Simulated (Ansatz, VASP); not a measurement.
## InP in VASP and in Ansatz

```xyz
2
Lattice="0.0000 2.9535 2.9535 2.9535 0.0000 2.9535 2.9535 2.9535 0.0000" Properties=species:S:1:pos:R:3 pbc="T T T"
In    0.0000    0.0000    0.0000
P     1.4767    1.4767    1.4767
```

Alike in both runs: task single point; functional r2SCAN; k mesh 14 × 14 × 14; occupations gaussian, width 0.05 eV; no spin polarisation.

|  | VASP | Ansatz |
| --- | --- | --- |
| version | VASP 6.6.1 | Ansatz 0.2.0 |
| potentials or method | VASP PAW PBE potentials, release 64 (In_d, P), cutoff 520 eV | scalar-relativistic, plane waves, PAW |
| valence electrons in the cell | 18 | 18 |

```csv
,VASP,Ansatz,Ansatz less VASP
gap on the k mesh at the Fermi level (eV),1.03,1.03,-0.004
least direct gap on the mesh (eV),1.03,1.03,-0.004
pressure (GPa),-0.1,0.0,+0.10
```

VASP's potentials were made for PBE, not for r2SCAN.
